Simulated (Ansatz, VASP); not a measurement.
## Cd in VASP and in Ansatz

POSCAR

```
Cd
1.0
    2.9509006248      0.0000000000      0.0000000000
   -1.4754503124      2.5555549051      0.0000000000
    0.0000000000      0.0000000000      5.8838547497
Cd
2
Direct
    0.3333333333      0.6666666667      0.2500000000
    0.6666666667      0.3333333333      0.7500000000
```

The input INCAR.step1:

```
PREC = Accurate ; ENCUT = 520
ISMEAR = -1 ; SIGMA = 0.3
LREAL = F ; LASPH = T
NELM = 100 ; NBANDS = 19
GGA = PE ; ALGO = Normal
EDIFF = 1E-4 ; LWAVE = T
LCHARG = F
```

The input INCAR.step2:

```
PREC = Accurate ; ENCUT = 520
EDIFF = 1E-6 ; ISMEAR = -1
SIGMA = 0.3 ; LREAL = F
LASPH = T ; NELM = 100
ALGO = Normal ; ISIF = 2
LWAVE = F ; LCHARG = F
METAGGA = R2SCAN ; LMIXTAU = T
NBANDS = 19 ; ISTART = 1
```

File KPOINTS:

```
Automatic mesh
0
Gamma
  12 12 6
```

Input for Ansatz:

```yaml
crystal:
  lattice:
    - [2.9509006248, 0.0, 0.0]
    - [-1.4754503124, 2.5555549051, 0.0]
    - [0.0, 0.0, 5.8838547497]
  atoms:
    - { symbol: Cd, position: [0.3333333333, 0.6666666667, 0.25] }
    - { symbol: Cd, position: [0.6666666667, 0.3333333333, 0.75] }
hamiltonian:
  xc: r2scan
  pseudopotentials:
    kind: paw
    azcp:
      Cd: "pseudopotentials/Cd.paw.azcp"
basis:
  ecutwfc: 500
  fft_grid_basis: typed
kpoints:
  mp_grid: { grid: [12, 12, 6], shift: [0, 0, 0] }
magnetization:
  spin_polarized: false
scf:
  occupations: { method: fermi_dirac, width: 0.3 }
  lower_state_search: "off"
output:
  stress: true
```

Alike in both runs: task single point; functional r2SCAN; k mesh 12 × 12 × 6; occupations fermi-dirac, width 0.3 eV; no spin polarisation.

|  | VASP | Ansatz |
| --- | --- | --- |
| version | VASP 6.6.1 | Ansatz 0.2.0 |
| potentials or method | VASP PAW PBE potentials, release 64 (Cd), cutoff 520 eV | plane waves (500 eV) with PAW, scalar-relativistic |
| valence electrons in the cell | 24 | 40 |

Ansatz gave:

- pressure (GPa): 0.4
- traceless stress, the component that is largest in VASP (GPa): -0.46

Problem. Which values does VASP return?

Solution. Pressure (GPa): 0.8; traceless stress, the component that is largest in VASP (GPa): -0.64.

VASP's potentials were made for PBE, not for r2SCAN. With one functional, cell and mesh, what is left measures potentials, basis and numerics. VASP's potentials hold 24 valence electrons a cell and Ansatz's 40, so a difference there can come from the potentials and not from the codes.
